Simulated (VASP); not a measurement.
# Cs (P4/mmm) in VASP: notebook, part 2 of 2

VASP 6.6.1.

## Step 3: Single point, PBEsol

POSCAR reads:

```
Cs
1.0
    5.0433060731      0.0000000000      0.0000000000
    0.0000000000      5.0433060731      0.0000000000
    0.0000000000      0.0000000000      5.0360807514
Cs
1
Direct
    0.5000000000      0.5000000000      0.5000000000
```

INCAR.step1 reads:

```
SYSTEM = Cs
  ALGO = Fast
  EDIFF = 1E-7
  ENCUT = 520
  GGA = PS
  ISIF = 2
  ISMEAR = 0
  LASPH = .True.
  LCHARG = .True.
  LREAL = .False.
  LWAVE = .False.
  NBANDS = 10
  NELM = 60
  PREC = Accurate
  SIGMA = 0.1
```

KPOINTS.step1 reads:

```
k-points
0
Gamma
  12 12 12
  0 0 0
```

INCAR.step2 reads:

```
SYSTEM = Cs
  ALGO = Fast
  EDIFF = 1E-7
  ENCUT = 520
  GGA = PS
  ICHARG = 11
  ISIF = 2
  ISMEAR = -5
  LASPH = .True.
  LCHARG = .False.
  LORBIT = 11
  LREAL = .False.
  LWAVE = .False.
  NEDOS = 2001
  NELM = 60
  PREC = Accurate
  SIGMA = 0.1
```

KPOINTS.step2 reads:

```
k-points
0
Gamma
  18 18 18
  0 0 0
```

Potentials or basis: VASP PAW PBE potentials, release 64 (Cs_sv).

Run with:

```sh
$ cat potpaw_PBE.64/Cs_sv/POTCAR > POTCAR
$ cp INCAR.step1 INCAR
$ cp KPOINTS.step1 KPOINTS
$ mpirun -np 1 vasp_std > vasp.out
$ cp INCAR.step2 INCAR
$ cp KPOINTS.step2 KPOINTS
$ mpirun -np 1 vasp_std > vasp.out
```

OUTCAR:

```text
SYSTEM = Cs
   EDIFF = 1E-7
   ENCUT = 520
   GGA = PS
   ICHARG = 11
   ISIF = 2
   ISMEAR = -5
   LASPH = .True.
   LORBIT = 11
   LREAL = .False.
   NELM = 60
   PREC = Accurate

 ion  position               nearest neighbor table
   1  0.500  0.500  0.500-

  LATTYP: Found a simple tetragonal cell.
 ALAT       =     5.0433060731
 C/A-ratio  =     0.9985673442

  Lattice vectors:

 A1 = (   5.0433060731,   0.0000000000,   0.0000000000)
 A2 = (   0.0000000000,   5.0433060731,   0.0000000000)
 A3 = (   0.0000000000,   0.0000000000,   5.0360807514)

Analysis of symmetry for initial positions (statically):
=====================================================================
 Subroutine PRICEL returns:
 Original cell was already a primitive cell.

 Routine SETGRP: Setting up the symmetry group for a
 simple tetragonal supercell.

 Subroutine GETGRP returns: Found 16 space group operations
 (whereof 16 operations were pure point group operations)
 out of a pool of 16 trial point group operations.

The static configuration has the point symmetry D_4h.

Analysis of symmetry for dynamics (positions and initial velocities):
=====================================================================
 Subroutine PRICEL returns:
 Original cell was already a primitive cell.

 Routine SETGRP: Setting up the symmetry group for a
 simple tetragonal supercell.

 Subroutine GETGRP returns: Found 16 space group operations
 (whereof 16 operations were pure point group operations)
 out of a pool of 16 trial point group operations.

The dynamic configuration has the point symmetry D_4h.

 Subroutine INISYM returns: Found 16 space group operations
[... 116 lines left out ...]
     AMIX     =   0.40;   BMIX     =  1.00
     AMIX_MAG =   1.60;   BMIX_MAG =  1.00
  volume/ion in A,a.u.               =     128.09       864.41
  Fermi-wavevector in a.u.,A,eV,Ry     =   0.675535  1.276576  6.208986  0.456348
  Thomas-Fermi vector in A             =   1.752580
   LORBIT       =     11    0 simple, 1 ext, 2 COOP (PROOUT), +10 PAW based schemes
   GGA     = PS    functional components
   LHFCALC =     F    Hartree Fock is set to
   AEXX    =    0.0000 exact exchange contribution
   IVDW    =     0    specifies the selected vdW correction
   LEPSILON=     F    determine dielectric tensor
   LRPA    =     F    only Hartree local field effects (RPA)
 non-spin polarized calculation
 RMM-DIIS sequential band-by-band and
 Fermi weights with tetrahedron method with Bloechl corrections
  energy-cutoff  :      520.00
  volume of cell :      128.09
 maximum number of plane-waves:      3482
 NGX is ok and might be reduce to    40

 number of electron       9.0000000 magnetization

 Free energy of the ion-electron system (eV)
  ---------------------------------------------------
  ext. energy  EPLUGINS =         0.00000000
  ---------------------------------------------------
  free energy    TOTEN  =        -0.84163930 eV

  energy without entropy =       -0.84163930  energy(sigma->0) =       -0.84163930

 E-fermi :   0.1567     XC(G=0):  -5.1948

 val. band max:        0.1712822982   @ k =   0.1111   0.1111   0.5000
 cond. band min:       0.1731952157   @ k =   0.3333   0.2778   0.2222
 fundamental gap:      0.0019129174
 Fermi energy:         0.1567165036

 k-point     1 :       0.0000    0.0000    0.0000
  band No.  band energies     occupation
      1     -23.8957      2.00000
      2     -10.6069      2.00000
      3     -10.6069      2.00000
      4     -10.6061      2.00000
      5      -1.4272      2.00000
      6       1.5025      0.00000
      7       1.5037      0.00000
      8       4.3795      0.00000
[... 243 lines left out ...]
 k-point    24 :       0.3333    0.1111    0.0000
  band No.  band energies     occupation
      1     -23.8905      2.00000
      2     -10.7210      2.00000
      3     -10.6149      2.00000
      4     -10.5946      2.00000
      5      -0.5473      2.00000
      6       1.2008      0.00000
      7       1.8336      0.00000
      8       2.9508      0.00000

 [... further k-points ...]

------------------------ aborting loop because EDIFF is reached ----------------------------------------

  FORCE on cell =-STRESS in cart. coord.  units (eV):
  Direction    XX          YY          ZZ          XY          YZ          ZX
  --------------------------------------------------------------------------------------
  -------------------------------------------------------------------------------------
  Total       -0.0894882     -0.0894882     -0.0844576      0.0000000      0.0000000     -0.0000000
  in kB       -1.1193167     -1.1193167     -1.0563945      0.0000000      0.0000000     -0.0000000
  external PRESSURE =      -1.0983426 kB  Pullay stress =       0.0000000 kB

 VOLUME and BASIS-vectors are now :
 -----------------------------------------------------------------------------
  energy-cutoff  :      520.00
  volume of cell :      128.09
      direct lattice vectors                 reciprocal lattice vectors
     5.043306073  0.000000000  0.000000000     0.198282632  0.000000000  0.000000000
     0.000000000  5.043306073  0.000000000     0.000000000  0.198282632  0.000000000
     0.000000000  0.000000000  5.036080751     0.000000000  0.000000000  0.198567110

 POSITION                                       TOTAL-FORCE (eV/Angst)
 -----------------------------------------------------------------------------------
      2.52165      2.52165      2.51804         0.000000      0.000000      0.000000
 -----------------------------------------------------------------------------------
    total drift:                                0.000000     -0.000000     -0.000000

  FREE ENERGIE OF THE ION-ELECTRON SYSTEM (eV)
  ---------------------------------------------------
  free  energy   TOTEN  =        -0.8416392956 eV

  energy  without entropy=       -0.8416392956  energy(sigma->0) =       -0.84163930

 total charge

# of ion       s       p       d       tot
------------------------------------------
    1        1.867   4.672   0.007   6.546
```

OSZICAR.step1:

```text
N       E                     dE             d eps       ncg     rms          rms(c)
DAV:   1     0.632701884525E+02    0.63270E+02   -0.29231E+03  3920   0.593E+02
DAV:   2     0.500654770812E+01   -0.58264E+02   -0.57148E+02  5336   0.110E+02
DAV:   3    -0.758364659329E+00   -0.57649E+01   -0.57586E+01  4514   0.440E+01
DAV:   4    -0.844607655322E+00   -0.86243E-01   -0.86231E-01  4846   0.639E+00
DAV:   5    -0.845111505926E+00   -0.50385E-03   -0.50384E-03  5580   0.473E-01    0.141E-01
RMM:   6    -0.844468424807E+00    0.64308E-03   -0.78206E-04  4320   0.141E-01    0.102E-01
RMM:   7    -0.844189702163E+00    0.27872E-03   -0.40972E-03  4563   0.312E-01    0.357E-02
RMM:   8    -0.844194341013E+00   -0.46389E-05   -0.20530E-04  5547   0.845E-02    0.465E-03
RMM:   9    -0.844199267844E+00   -0.49268E-05   -0.32122E-05  5822   0.305E-02    0.354E-03
RMM:  10    -0.844201105283E+00   -0.18374E-05   -0.57448E-06  5644   0.136E-02    0.830E-04
RMM:  11    -0.844201156498E+00   -0.51216E-07   -0.17653E-06  5903   0.604E-03    0.443E-04
RMM:  12    -0.844201325841E+00   -0.16934E-06   -0.23231E-07  5095   0.269E-03    0.196E-04
RMM:  13    -0.844201341302E+00   -0.15461E-07   -0.59656E-08  4342   0.117E-03
   1 F= -.84420134E+00 E0= -.84116016E+00  d E =-.608237E-02
```

Run time: 3 min. Hardware: 1 thread of Intel Xeon 6975P-C (Granite Rapids), shared host; peak memory 0.67 GiB.

Results:

- Valence electrons inside the program's atomic spheres: Cs 6.55

Levels at points of the mesh, in eV from the Fermi level:
| k point | band 1 | band 2 | band 3 | band 4 | band 5 | band 6 | band 7 | band 8 |
| --- | --- | --- | --- | --- | --- | --- | --- | --- |
| (0.00, 0.00, 0.00) | -24.05 | -10.76 | -10.76 | -10.76 | -1.58 | 1.35 | 1.35 | 4.22 |
| (0.50, 0.00, 0.00) | -24.05 | -10.92 | -10.75 | -10.75 | -0.22 | 0.41 | 1.76 | 2.84 |
| (0.50, 0.50, 0.00) | -24.04 | -10.90 | -10.90 | -10.74 | 0.38 | 1.13 | 1.93 | 1.93 |
| (0.00, 0.00, 0.50) | -24.05 | -10.92 | -10.75 | -10.75 | -0.22 | 0.41 | 1.76 | 2.84 |
| (0.50, 0.00, 0.50) | -24.04 | -10.90 | -10.90 | -10.74 | 0.38 | 1.13 | 1.94 | 1.94 |
| (0.50, 0.50, 0.50) | -24.03 | -10.88 | -10.88 | -10.88 | 1.10 | 1.10 | 1.10 | 2.97 |

Caveat: the PAW data sets were made with another functional, which shifts forces and pressure a little; spin-orbit coupling is left out, which moves the levels of the heavy elements.
